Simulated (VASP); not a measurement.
# Cd: single point with PBEsol

Crystal: Cd.

```
CELL_PARAMETERS angstrom
2.94421 0.00000 0.00000
-1.47211 2.54976 0.00000
0.00000 0.00000 5.61032
ATOMIC_POSITIONS crystal
Cd 0.33333 0.66667 0.25000
Cd 0.66667 0.33333 0.75000
```

| Item | Value |
| --- | --- |
| Program | VASP 6.6.1 |
| Task | single point |
| Functional | PBEsol |
| Potentials or basis | VASP PAW PBE potentials, release 64 (Cd) |
| Cutoff | 520 eV |
| k mesh | 18 × 18 × 8 |
| Occupations | gaussian, width 0.1 eV |
| Spin | no spin polarisation |

The pressure is 0.4 GPa and the band gap on the k mesh is zero (bands 12 and 13 overlap by 4.74 eV).

Stress tensor (GPa, compression positive):
```
0.51 0.00 0.00
0.00 0.51 0.00
0.00 0.00 0.26
```

Levels at points of the mesh, in eV from the Fermi level:
| k point | band 8 | band 9 | band 10 | band 11 | band 12 | band 13 | band 14 | band 15 | band 16 | band 17 |
| --- | --- | --- | --- | --- | --- | --- | --- | --- | --- | --- |
| (0.00, 0.00, 0.00) | -8.77 | -8.77 | -8.51 | -8.51 | -3.30 | -3.21 | 10.34 | 14.57 | 14.80 | 15.22 |
| (0.50, 0.00, 0.00) | -8.56 | -8.23 | -8.20 | -2.48 | -1.90 | 1.88 | 2.95 | 3.18 | 5.22 | 8.52 |
| (0.00, 0.00, 0.50) | -8.63 | -8.63 | -8.63 | -7.62 | -7.62 | 3.52 | 3.52 | 14.91 | 14.91 | 16.16 |
| (0.50, 0.00, 0.50) | -8.53 | -8.21 | -8.21 | -1.70 | -1.70 | 0.09 | 0.09 | 8.00 | 8.00 | 10.16 |

It took 60 s on 1 thread of Intel(R) Xeon(R) Platinum 8488C (Sapphire Rapids) (shared host), peak memory 0.24 GiB.

Caveat: the PAW data sets were made with another functional, which shifts forces and pressure a little.
